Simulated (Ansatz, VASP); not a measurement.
**MgO in VASP and in Ansatz**

```
CELL_PARAMETERS angstrom
0.00000 2.12692 2.23327
2.12692 0.00000 2.23327
2.12692 2.12692 0.00000
ATOMIC_POSITIONS crystal
Mg 0.00000 0.00000 0.00000
O 0.50000 0.50000 0.50000
```

Change from the starting cell: strain +0.000 along x and y, +0.050 along z, atoms carried along.

Alike in both runs: task single point; functional PBE; k mesh 10 × 10 × 10; occupations gaussian, width 0.05 eV; no spin polarisation.

```csv
,VASP,Ansatz
version,VASP 6.6.1,Ansatz 0.2.0
potentials or method,"VASP PAW PBE potentials, release 64 (Mg, O), cutoff 520 eV","scalar-relativistic, plane waves, PAW"
valence electrons in the cell,8,16
```

Ansatz gave:

| Quantity | Value |
| --- | --- |
| gap on the k mesh at the Fermi level (eV) | 3.95 |
| least direct gap on the mesh (eV) | 3.95 |
| pressure (GPa) | -6.0 |
| traceless stress, the component that is largest in VASP (GPa) | -3.82 |

Task: Which values does VASP return?

Result: gap on the k mesh at the Fermi level (eV): 3.93; least direct gap on the mesh (eV): 3.93; pressure (GPa): -6.7; traceless stress, the component that is largest in VASP (GPa): -3.82.

VASP's potentials hold 8 valence electrons a cell and Ansatz's 16, so a difference there can come from the potentials and not from the codes.
